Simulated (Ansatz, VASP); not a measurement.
## One calculation of SnO, two programs

INCAR

```
SYSTEM = SnO
PREC = Accurate ; ENCUT = 600
EDIFF = 1E-7 ; ISMEAR = 0
SIGMA = 0.1 ; LREAL = Auto
LASPH = .True. ; NELM = 80
ALGO = Normal ; ISIF = 3
LWAVE = .False. ; LCHARG = .False.
GGA = PE ; IVDW = 12
IBRION = 2 ; NSW = 45
EDIFFG = -0.04 ; ISYM = 0
```

File KPOINTS:

```
regular mesh
0
Gamma
  3 3 2
  0 0 0
```

Contents of POSCAR:

```
SnO
1.0
    5.9398644412     -0.3817698211     -0.4790705747
   -0.4368179245      7.0159797974     -0.2080460983
   -0.4535909517     -0.2059953996      8.4786580659
Sn O
9 9
Direct
    0.3500013752      0.2964975378      0.8277733594
    0.1276578238      0.7552317385      0.8515184270
    0.3742560109      0.5799406759      0.3277498139
    0.0380713319      0.9380902178      0.4753896220
    0.8929098341      0.3665719379      0.0729601104
    0.3836943393      0.1127168042      0.2343691100
    0.7014416059      0.8139320049      0.0805681656
    0.5944372350      0.9251842616      0.6656243349
    0.8465110564      0.4203856023      0.5284829027
    0.6765692199      0.1171613018      0.1135392076
    0.1941823295      0.0265442592      0.7100930829
    0.3647878962      0.8028521044      0.1625650596
    0.0281672940      0.4608870051      0.3187294695
    0.1830785876      0.2209857444      0.0371742388
    0.4956348355      0.7666687849      0.8543325718
    0.8279895973      0.7215539721      0.5784729669
    0.1101969455      0.4665693875      0.7259793485
    0.3200561563      0.7738758081      0.5052845506
```

Input for Ansatz:

```yaml
crystal:
  lattice:
    - [5.9398644412, -0.3817698211, -0.4790705747]
    - [-0.4368179245, 7.0159797974, -0.2080460983]
    - [-0.4535909517, -0.2059953996, 8.4786580659]
  atoms:
    - { symbol: Sn, position: [0.3500013752, 0.2964975378, 0.8277733594] }
    - { symbol: Sn, position: [0.1276578238, 0.7552317385, 0.851518427] }
    - { symbol: Sn, position: [0.3742560109, 0.5799406759, 0.3277498139] }
    - { symbol: Sn, position: [0.0380713319, 0.9380902178, 0.475389622] }
    - { symbol: Sn, position: [0.8929098341, 0.3665719379, 0.0729601104] }
    - { symbol: Sn, position: [0.3836943393, 0.1127168042, 0.23436911] }
    - { symbol: Sn, position: [0.7014416059, 0.8139320049, 0.0805681656] }
    - { symbol: Sn, position: [0.594437235, 0.9251842616, 0.6656243349] }
    - { symbol: Sn, position: [0.8465110564, 0.4203856023, 0.5284829027] }
    - { symbol: O, position: [0.6765692199, 0.1171613018, 0.1135392076] }
    - { symbol: O, position: [0.1941823295, 0.0265442592, 0.7100930829] }
    - { symbol: O, position: [0.3647878962, 0.8028521044, 0.1625650596] }
    - { symbol: O, position: [0.028167294, 0.4608870051, 0.3187294695] }
    - { symbol: O, position: [0.1830785876, 0.2209857444, 0.0371742388] }
    - { symbol: O, position: [0.4956348355, 0.7666687849, 0.8543325718] }
    - { symbol: O, position: [0.8279895973, 0.7215539721, 0.5784729669] }
    - { symbol: O, position: [0.1101969455, 0.4665693875, 0.7259793485] }
    - { symbol: O, position: [0.3200561563, 0.7738758081, 0.5052845506] }
  symmetry: { detect: false }
basis:
  ecutwfc: 420
kpoints:
  mp_grid: { grid: [3, 3, 2] }
hamiltonian:
  xc: pbe
  dispersion: d3bj
scf:
  occupations: { method: gaussian, width: 0.1 }
  lower_state_search: "off"
output:
  forces: true
  stress: true
  eigenvalues: true
relax:
  adjacent_minimum: "off"
  f_tol: 0.04
  max_steps: 25
  cell: { stress_tol: 0.3 }
```

Alike in both runs: task relaxation of cell and atoms; functional PBE; dispersion D3(BJ); k mesh 3 × 3 × 2; occupations gaussian, width 0.1 eV; no spin polarisation.

|  | VASP | Ansatz |
| --- | --- | --- |
| version | VASP 6.6.1 | Ansatz 0.2.0 |
| potentials or method | VASP PAW PBE potentials, release 64 (Sn_d, O), cutoff 600 eV | scalar-relativistic, plane waves, PAW |
| valence electrons in the cell | 180 | 180 |

Ansatz gave:

```
gap on the k mesh at the Fermi level, each at its own relaxed structure (eV)  : 1.48
relaxed volume (Å³/atom)                                                      : 19.50
relaxed length of the cell vector where the two differ most in proportion (Å) : 8.526
```

Task: Which values does VASP return?

Result: gap on the k mesh at the Fermi level, each at its own relaxed structure (eV): 1.44; relaxed volume (Å³/atom): 19.47; relaxed length of the cell vector where the two differ most in proportion (Å): 8.503.

Ansatz's warnings: relaxed geometry near dispersion switch.
